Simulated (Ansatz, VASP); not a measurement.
# BN in VASP and in Ansatz

```
CELL_PARAMETERS angstrom
0.00000 0.00000 8.34316
7.53654 -4.35123 0.00000
0.00000 8.70245 0.00000
ATOMIC_POSITIONS crystal
B 0.25000 0.00000 0.16667
B 0.25000 0.50000 0.16667
B 0.25000 0.33333 0.33333
B 0.25000 0.16667 0.50000
B 0.25000 0.00000 0.66667
B 0.25000 0.83333 0.33333
B 0.25000 0.66667 0.50000
B 0.25000 0.50000 0.66667
B 0.25000 0.33333 0.83333
B 0.25000 0.16667 0.00000
B 0.25000 0.83333 0.83333
B 0.25000 0.66667 0.00000
B 0.75000 0.16667 0.16667
B 0.75000 0.66667 0.16667
B 0.75000 0.50000 0.33333
B 0.75000 0.33333 0.50000
B 0.75000 0.16667 0.66667
B 0.75000 0.00000 0.33333
B 0.75000 0.83333 0.50000
B 0.75000 0.66667 0.66667
B 0.75000 0.50000 0.83333
B 0.75000 0.33333 0.00000
B 0.75000 0.00000 0.83333
B 0.75000 0.83333 0.00000
N 0.75000 0.00000 0.16667
N 0.75000 0.50000 0.16667
N 0.75000 0.33333 0.33333
N 0.75000 0.16667 0.50000
N 0.75000 0.00000 0.66667
N 0.75000 0.83333 0.33333
N 0.75000 0.66667 0.50000
N 0.75000 0.50000 0.66667
N 0.75000 0.33333 0.83333
N 0.75000 0.16667 0.00000
N 0.75000 0.83333 0.83333
N 0.75000 0.66667 0.00000
N 0.25000 0.16667 0.16667
N 0.25000 0.66667 0.16667
N 0.25000 0.50000 0.33333
N 0.25000 0.33333 0.50000
N 0.25000 0.16667 0.66667
N 0.25000 0.00000 0.33333
N 0.25000 0.83333 0.50000
N 0.25000 0.66667 0.66667
N 0.25000 0.50000 0.83333
N 0.25000 0.33333 0.00000
N 0.25000 0.00000 0.83333
N 0.25000 0.83333 0.00000
```

Alike in both runs: task single point; functional PBE; k mesh 3 × 3 × 3; occupations gaussian, width 0.01 eV; no spin polarisation.

```csv
,VASP,Ansatz
version,VASP 6.6.1,Ansatz 0.2.0
potentials or method,"VASP PAW PBE potentials, release 64 (B, N), cutoff 520 eV","scalar-relativistic, plane waves, PAW"
valence electrons in the cell,192,192
```

Ansatz gave:

- gap on the k mesh at the Fermi level (eV): 4.40
- least direct gap on the mesh (eV): 4.40
- pressure (GPa): 0.0
- traceless stress, the component that is largest in VASP (GPa): 0.03

Q: Estimate VASP's values.

A: gap on the k mesh at the Fermi level (eV): 4.40; least direct gap on the mesh (eV): 4.40; pressure (GPa): 0.1; traceless stress, the component that is largest in VASP (GPa): -0.14.

The functional is the same, so the differences come from potentials, cutoffs and numerics.
